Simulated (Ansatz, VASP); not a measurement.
## Two plane-wave programs on PbO2

```
Pb O
1.0
     0.00000    2.70267    2.70267
     2.70267    0.00000    2.70267
     2.70267    2.70267    0.00000
Pb O
1 2
Cartesian
  0.0000 0.0000 0.0000
  1.3513 1.3513 1.3513
  4.0540 4.0540 4.0540
```

Alike in both runs: task single point; functional PBE; k mesh 14 × 14 × 14; occupations gaussian, width 0.1 eV; no spin polarisation.

|  | VASP | Ansatz |
| --- | --- | --- |
| version | VASP 6.6.1 | Ansatz 0.2.0 |
| potentials or method | VASP PAW PBE potentials, release 64 (Pb_d, O), cutoff 520 eV | scalar-relativistic, plane waves, PAW |
| valence electrons in the cell | 26 | 26 |

VASP gave:

```
gap on the k mesh at the Fermi level (eV) : none
pressure (GPa)                            : 0.4
```

Problem. Which values does Ansatz return?

Solution. gap on the k mesh at the Fermi level (eV): none; pressure (GPa): 0.2.

A gap of «none» marks a metal or a gap that the smearing closes. With one functional, cell and mesh, what is left measures potentials, basis and numerics.

Spin-orbit coupling is off throughout.
